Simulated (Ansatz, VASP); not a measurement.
# AlCo in VASP and in Ansatz

```xyz
8
Lattice="2.8528 0.0000 0.0000 0.0000 4.0345 0.0000 0.0000 0.0000 22.0517" Properties=species:S:1:pos:R:3 pbc="T T T"
Co    2.1396    0.0000    8.0758
Co    2.1396    2.0172   10.0298
Co    2.1396    0.0000   12.0219
Co    2.1396    2.0172   13.9759
Al    0.7132    2.0172    7.9052
Al    0.7132    0.0000   10.0164
Al    0.7132    2.0172   12.0353
Al    0.7132    0.0000   14.1465
```

Alike in both runs: functional PBE; k mesh 13 × 9 × 1; occupations fermi-dirac, width 0.1 eV; no spin polarisation.

Ansatz relaxed the structure, and its values are those at the end. VASP's run is a single point on that final structure, the one shown.

```csv
,VASP,Ansatz
version,VASP 6.6.1,Ansatz 0.2.0
potentials or method,"VASP PAW PBE potentials, release 64 (Co, Al)","PAW with Ansatz's default frozen-core files, scalar-relativistic"
plane-wave cutoff (eV),520,420
valence electrons in the cell,48,80
```

|  | VASP | Ansatz | Ansatz less VASP |
| --- | --- | --- | --- |
| rms of the force components (eV/Å) | 0.006 | 0.001 | -0.0053 |

VASP's potentials hold 48 valence electrons a cell and Ansatz's 80, so a difference there can come from the potentials and not from the codes. Ansatz's warnings: stress scf threshold loose, xc potential rough in thin density.
